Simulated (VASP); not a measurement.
ScTa3F:

```
Sc Ta F
1.0
     4.02693    0.00000    0.00000
     0.00000    4.02693    0.00000
     0.00000    0.00000    6.01190
Sc Ta F
1 3 1
Direct
  0.00000 0.00000 0.50000
  0.50000 0.50000 0.21549
  0.50000 0.50000 0.78451
  0.00000 0.00000 0.00000
  0.50000 0.50000 0.50000
```

The cell was generated, and may not be a known phase.

```yaml
Program: VASP 6.6.1
Task: relaxation of cell and atoms
Functional: PBE
Potentials_or_basis: VASP PAW PBE potentials, release 64 (Sc_sv, Ta_pv, F)
Cutoff: 600 eV
k_mesh: 4 × 4 × 4
Occupations: gaussian, width 0.1 eV
Spin: no spin polarisation
```

At the start: pressure 13.5 GPa; volume 19.50 Å³/atom.

Q: How do energy, volume and symmetry change on relaxing?

A: Over 18 steps the energy falls by 1323.1 meV/atom and the volume is 16.90 Å³/atom (-13.3 %); space group P4/mmm (No. 123, to 0.1 Å) before and after.

The path:
```tsv
step	energy change (eV)	largest force (eV/Å)	pressure (GPa)	volume (Å³)
1	0.0000	12.3788	13.52	97.49
2	0.5619	16.3397	8.55	113.87
3	-1.4847	12.0183	1.47	111.48
4	-2.3226	10.2496	-1.94	109.87
5	-3.6369	6.3441	-6.30	104.44
6	-3.6728	4.2725	-5.16	102.00
7	-3.6890	5.5405	-6.02	103.36
8	-6.1467	0.5074	-13.32	95.32
9	-6.1585	0.4934	-13.23	95.06
10	-6.0872	1.4489	19.73	76.46
11	-6.5885	0.4590	-0.67	85.43
12	-6.5888	0.4824	-0.30	85.21
13	-6.5887	0.5023	0.03	85.02
14	-6.6085	0.2706	0.23	84.61
15	-6.6150	0.0055	0.57	84.22
16	-6.6150	0.0197	0.51	84.24
17	-6.6148	0.0581	-0.61	84.84
18	-6.6155	0.0162	-0.01	84.51
```

Final structure:
```
CELL_PARAMETERS angstrom
3.36102 0.00000 0.00000
0.00000 3.36102 0.00000
0.00000 0.00000 7.48125
ATOMIC_POSITIONS crystal
Sc 0.00000 0.00000 0.50000
Ta 0.50000 0.50000 0.19679
Ta 0.50000 0.50000 0.80321
Ta 0.00000 0.00000 0.00000
F 0.50000 0.50000 0.50000
```

Caveat: the k points lie up to 0.47 Å⁻¹ apart in the final cell, too coarse for converged energies and pressures of a metal; a cell axis changed by over 15 % at a fixed basis, so the end point is rough.
